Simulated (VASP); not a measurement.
# Se (Pm-3m) in VASP: further runs, part 2 of 2

VASP 6.6.1.

### Step 3. Single point, PBE

This run uses another cell than the first one, of 34.73 Å³/atom.

Input file INCAR:

```
SYSTEM = Se
PREC = Accurate ; ENCUT = 520
EDIFF = 1E-6 ; ISMEAR = 0
SIGMA = 0.1 ; LREAL = .False.
LASPH = .True. ; NELM = 60
ALGO = Normal ; ISIF = 2
LWAVE = .False. ; LCHARG = .False.
GGA = PE ; NBANDS = 20
```

Input file KPOINTS:

```
Automatic mesh
0
Gamma
  4 4 4
  0 0 0
```

Input file POSCAR:

```
Se
1.0
    5.1790352584      0.0000000000      0.0000000000
    0.0000000000      5.1790352584      0.0000000000
    0.0000000000      0.0000000000      5.1790352584
Se
4
Direct
    0.0000000000      0.0000000000      0.0000000000
    0.5000000000      0.0000000000      0.0000000000
    0.0000000000      0.5000000000      0.0000000000
    0.0000000000      0.0000000000      0.5000000000
```

Potentials or basis: VASP PAW PBE potentials, release 64 (Se).

Started as:

```console
$ cat potpaw_PBE.64/Se/POTCAR > POTCAR
$ mpirun -np 1 vasp_std > vasp.out
```

OUTCAR:

```text
SYSTEM = Se
   PREC = Accurate
   ENCUT = 520
   EDIFF = 1E-6
   ISMEAR = 0
   LREAL = .False.
   LASPH = .True.
   NELM = 60
   ISIF = 2
   GGA = PE

 ion  position               nearest neighbor table
   1  0.000  0.000  0.000-   2 2.59   3 2.59   4 2.59   4 2.59   3 2.59   2 2.59
   2  0.500  0.000  0.000-   1 2.59   1 2.59
   3  0.000  0.500  0.000-   1 2.59   1 2.59
   4  0.000  0.000  0.500-   1 2.59   1 2.59

  LATTYP: Found a simple cubic cell.
 ALAT       =     5.1790352584

  Lattice vectors:

 A1 = (   5.1790352584,   0.0000000000,   0.0000000000)
 A2 = (   0.0000000000,   5.1790352584,   0.0000000000)
 A3 = (   0.0000000000,   0.0000000000,   5.1790352584)

Analysis of symmetry for initial positions (statically):
=====================================================================
 Subroutine PRICEL returns:
 Original cell was already a primitive cell.

 Routine SETGRP: Setting up the symmetry group for a
 simple cubic supercell.

 Subroutine GETGRP returns: Found 48 space group operations
 (whereof 48 operations were pure point group operations)
 out of a pool of 48 trial point group operations.

The static configuration has the point symmetry O_h .

Analysis of symmetry for dynamics (positions and initial velocities):
=====================================================================
 Subroutine PRICEL returns:
 Original cell was already a primitive cell.

 Routine SETGRP: Setting up the symmetry group for a
 simple cubic supercell.

 Subroutine GETGRP returns: Found 48 space group operations
 (whereof 48 operations were pure point group operations)
 out of a pool of 48 trial point group operations.

The dynamic configuration has the point symmetry O_h .

 Subroutine INISYM returns: Found 48 space group operations
 (whereof 48 operations are pure point group operations),
 and found     1 'primitive' translations

[... 100 lines left out ...]
   IALGO  =     38    algorithm
   IMIX   =      4    mixing-type and parameters
     AMIX     =   0.40;   BMIX     =  1.00
     AMIX_MAG =   1.60;   BMIX_MAG =  1.00
  volume/ion in A,a.u.               =      34.73       234.36
  Fermi-wavevector in a.u.,A,eV,Ry     =   0.911793  1.723039 11.311434  0.831367
  Thomas-Fermi vector in A             =   2.036114
   LORBIT       =      0    0 simple, 1 ext, 2 COOP (PROOUT), +10 PAW based schemes
   GGA     = PE    functional components
   LHFCALC =     F    Hartree Fock is set to
   AEXX    =    0.0000 exact exchange contribution
   IVDW    =     0    specifies the selected vdW correction
   LEPSILON=     F    determine dielectric tensor
   LRPA    =     F    only Hartree local field effects (RPA)
 non-spin polarized calculation
 Gauss-broadening in eV      SIGMA  =   0.10
  energy-cutoff  :      520.00
  volume of cell :      138.91
 maximum number of plane-waves:      3771
 NGX is ok and might be reduce to    40
   NGX = 19   NGY = 19   NGZ = 19

 number of electron      24.0000010 magnetization

 Free energy of the ion-electron system (eV)
  ---------------------------------------------------
  ext. energy  EPLUGINS =         0.00000000
  ---------------------------------------------------
  free energy    TOTEN  =       -11.01306411 eV

  energy without entropy =      -10.98033899  energy(sigma->0) =      -10.99670155

 E-fermi :   0.2483     XC(G=0):  -7.6052

 val. band max:        0.2336381512   @ k =   0.5000   0.5000   0.0000
 cond. band min:       0.3228367172   @ k =   0.2500   0.2500   0.2500
 fundamental gap:      0.0891985659
 Fermi energy:         0.2482650613

 k-point     1 :       0.0000    0.0000    0.0000
  band No.  band energies     occupation
      1     -15.0111      2.00000
      2     -11.3176      2.00000
      3     -11.3176      2.00000
      4      -9.3255      2.00000
      5      -5.6057      2.00000
      6      -5.6057      2.00000
[... 219 lines left out ...]
     19       9.2589      0.00000
     20       9.2589      0.00000

------------------------ aborting loop because EDIFF is reached ----------------------------------------

  FORCE on cell =-STRESS in cart. coord.  units (eV):
  Direction    XX          YY          ZZ          XY          YZ          ZX
  --------------------------------------------------------------------------------------
  -------------------------------------------------------------------------------------
  Total       -0.0549521     -0.0549521     -0.0549521     -0.0000000     -0.0000000      0.0000000
  in kB       -0.6337940     -0.6337940     -0.6337940     -0.0000000     -0.0000000      0.0000000
  external PRESSURE =      -0.6337940 kB  Pullay stress =       0.0000000 kB

 VOLUME and BASIS-vectors are now :
 -----------------------------------------------------------------------------
  energy-cutoff  :      520.00
  volume of cell :      138.91
      direct lattice vectors                 reciprocal lattice vectors
     5.179035258  0.000000000  0.000000000     0.193086154  0.000000000  0.000000000
     0.000000000  5.179035258  0.000000000     0.000000000  0.193086154  0.000000000
     0.000000000  0.000000000  5.179035258     0.000000000  0.000000000  0.193086154

 POSITION                                       TOTAL-FORCE (eV/Angst)
 -----------------------------------------------------------------------------------
      0.00000      0.00000      0.00000         0.000000      0.000000      0.000000
      2.58952      0.00000      0.00000         0.000000      0.000000      0.000000
      0.00000      2.58952      0.00000         0.000000      0.000000      0.000000
      0.00000      0.00000      2.58952         0.000000      0.000000      0.000000
 -----------------------------------------------------------------------------------
    total drift:                                0.000000      0.000000     -0.000000

  FREE ENERGIE OF THE ION-ELECTRON SYSTEM (eV)
  ---------------------------------------------------
  free  energy   TOTEN  =       -11.0130641133 eV

  energy  without entropy=      -10.9803389933  energy(sigma->0) =      -10.99670155
```

It took 15 s on 1 thread of Intel Xeon 6975P-C (Granite Rapids), shared host; peak memory 0.23 GiB.

Results:

```yaml
Free_energy: -11.0131 eV
Pressure: -0.1 GPa
Band_gap_on_the_k_mesh: zero (bands 12 and 13 overlap by 0.46 eV)
```

Levels at points of the mesh, in eV from the Fermi level:
| k point | band 9 | band 10 | band 11 | band 12 | band 13 | band 14 | band 15 | band 16 |
| --- | --- | --- | --- | --- | --- | --- | --- | --- |
| (0.00, 0.00, 0.00) | -0.39 | -0.39 | -0.36 | -0.36 | -0.36 | 4.92 | 5.58 | 5.58 |
| (0.50, 0.00, 0.00) | -1.09 | -0.69 | -0.55 | -0.35 | -0.35 | 0.19 | 5.55 | 5.55 |
| (0.50, 0.50, 0.00) | -1.05 | -1.05 | -1.03 | -0.03 | -0.03 | -0.01 | 0.72 | 5.50 |
| (0.50, 0.50, 0.50) | -1.15 | -1.15 | -1.01 | -1.01 | 0.54 | 0.73 | 0.73 | 0.73 |

### Step 4. Relaxation of cell and atoms, PBE

Input file INCAR:

```
SYSTEM = Se
ALGO     = Normal         ! electronic algorithm
EDIFF    = 1E-6           ! SCF threshold, eV
EDIFFG   = -0.04          ! ionic threshold
ENCUT    = 600            ! plane-wave cutoff, eV
GGA      = PE             ! functional
IBRION   = 2              ! ionic algorithm
ISIF     = 3              ! what is computed and relaxed
ISMEAR   = 0              ! smearing method
LASPH    = .True.         ! aspherical terms in the spheres
LCHARG   = .False.        ! write CHGCAR
LREAL    = .False.        ! projectors in reciprocal space
LWAVE    = .False.        ! write WAVECAR
NELM     = 60             ! most SCF steps
NSW      = 90             ! ionic steps
PREC     = Accurate       ! precision mode
SIGMA    = 0.1            ! smearing width, eV
```

Input file KPOINTS:

```
k-points
0
Gamma
  4 4 4
  0 0 0
```

Input file POSCAR:

```
Se
1.0
    4.7137450400      0.0000000000      0.0000000000
    0.0000000000      4.7137450400      0.0000000000
    0.0000000000      0.0000000000      4.7137450400
Se
4
Direct
    0.0000000000      0.0000000000      0.0000000000
    0.5000000000      0.0000000000      0.0000000000
    0.0000000000      0.5000000000      0.0000000000
    0.0000000000      0.0000000000      0.5000000000
```

Started as:

```console
$ cat potpaw_PBE.64/Se/POTCAR > POTCAR
$ mpirun -np 1 vasp_std > vasp.out
```

Run time: 34 s. Hardware: 1 thread of Intel Xeon 6975P-C (Granite Rapids), shared host; peak memory 0.24 GiB.

It converged, with:

* Free energy: -11.0124 eV
* Relaxed volume: 34.69 Å³/atom
* Relaxed cell: a = 5.177 Å, b = 5.177 Å, c = 5.177 Å, α = 90.00°, β = 90.00°, γ = 90.00°
* Space group after relaxing (to 0.1 Å): Pm-3m (No. 221)
* Energy gained by relaxing: 359.1 meV/atom
* Ionic steps: 4
* Pressure after relaxing: 0.0 GPa
* Band gap on the k mesh: zero (bands 12 and 13 overlap by 0.46 eV)

The path:
| step | energy change (eV) | largest force (eV/Å) | pressure (GPa) | volume (Å³) |
| --- | --- | --- | --- | --- |
| 1 | 0.0000 | 0.0000 | 18.10 | 104.74 |
| 2 | -1.2532 | 0.0000 | -3.05 | 156.27 |
| 3 | -1.4354 | 0.0000 | 0.28 | 137.38 |
| 4 | -1.4365 | 0.0000 | -0.02 | 138.74 |

Final structure:
```yaml
crystal:
  lattice:
    - [5.17691, 0.00000, 0.00000]
    - [0.00000, 5.17691, 0.00000]
    - [0.00000, 0.00000, 5.17691]
  atoms:
    - { symbol: Se, position: [0.00000, 0.00000, 0.00000] }
    - { symbol: Se, position: [0.50000, 0.00000, 0.00000] }
    - { symbol: Se, position: [0.00000, 0.50000, 0.00000] }
    - { symbol: Se, position: [0.00000, 0.00000, 0.50000] }
```

Levels at points of the mesh, in eV from the Fermi level:
| k point | band 10 | band 11 | band 12 | band 13 | band 14 | band 15 |
| --- | --- | --- | --- | --- | --- | --- |
| (0.00, 0.00, 0.00) | -0.39 | -0.36 | -0.36 | -0.36 | 4.92 | 5.95 |
| (0.50, 0.00, 0.00) | -0.69 | -0.55 | -0.35 | -0.35 | 0.19 | 5.56 |
| (0.50, 0.50, 0.00) | -1.05 | -1.03 | -0.03 | -0.03 | -0.01 | 0.72 |
| (0.50, 0.50, 0.50) | -1.15 | -1.01 | -1.01 | 0.55 | 0.73 | 0.73 |

Caveat: the volume moved by over 15 % at a fixed basis, so the end points are rough.

### Step 5. The runs side by side

```csv
task,cell,cutoff (eV),gap on the mesh (eV),pressure (GPa)
single point,"a = 4.714 Å, 4 atoms",520,none,18.1
single point,"a = 5.179 Å, 4 atoms",520,none,-0.1
relaxation of cell and atoms,"relaxed from a = 4.714 Å, 4 atoms",600,none,0.0
```

Alike in all rows: level PBE; potentials or basis VASP PAW PBE potentials, release 64 (Se); no spin polarisation; k mesh 4 × 4 × 4; smearing gaussian 0.1 eV.

Caveats: the cell stands under pressure (at least some runs); the volume moved by over 15 % at a fixed basis, so the end points are rough (at least some runs).

Total energies depend on the potentials used, so only differences within one code and one set of settings carry meaning.
